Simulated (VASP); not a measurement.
Set up this calculation in VASP 6.6.1, as the native input.

| Property | Result |
| --- | --- |
| Task | single point |
| Functional | PBE |
| Potentials or basis | VASP PAW PBE potentials, release 64 (Ga_d, O) |
| Cutoff | 520 eV |
| k mesh | 6 × 6 × 6 |
| Occupations | gaussian, width 0.1 eV |
| Spin | no spin polarisation |
| Dipole correction | no |
| Further INCAR settings | ALGO = Normal; EDIFF = 1e-07; NBANDS = 16 |

The structure of GaO lies in POSCAR:

```
GaO
1.0
    0.0000000000      2.4307812744      2.4307812744
    2.4307812744      0.0000000000      2.4307812744
    2.4307812744      2.4307812744      0.0000000000
Ga O
1 1
Direct
    0.0000000000      0.0000000000      0.0000000000
    0.7500000000      0.7500000000      0.7500000000
```

The input as run:

INCAR

```
SYSTEM = GaO
PREC     = Accurate       ! precision mode
ENCUT    = 520            ! plane-wave cutoff, eV
EDIFF    = 1E-7           ! SCF threshold, eV
ISMEAR   = 0              ! smearing method
SIGMA    = 0.1            ! smearing width, eV
LREAL    = .FALSE.        ! projectors in reciprocal space
LASPH    = .TRUE.         ! aspherical terms in the spheres
NELM     = 80             ! most SCF steps
ALGO     = Normal         ! electronic algorithm
ISIF     = 2              ! what is computed and relaxed
LWAVE    = .FALSE.        ! write WAVECAR
LCHARG   = .FALSE.        ! write CHGCAR
GGA      = PE             ! functional
NBANDS   = 16             ! bands
```

KPOINTS

```
Automatic mesh
0
G
  6 6 6
  0 0 0
```

Potentials or basis: VASP PAW PBE potentials, release 64 (Ga_d, O).

Run with:

```console
$ cat potpaw_PBE.64/Ga_d/POTCAR potpaw_PBE.64/O/POTCAR > POTCAR
$ mpirun -np 1 vasp_std > vasp.out
```

Results of the run:

The pressure is 0.5 GPa.

Caveat: the k points lie up to 0.37 Å⁻¹ apart; an odd number of electrons without spin polarisation forces a metal; a magnetic or distorted state may lie lower.

It took 6.9 s on 1 thread of Intel Xeon 6975P-C, with other jobs on the host, peak memory 0.16 GiB.
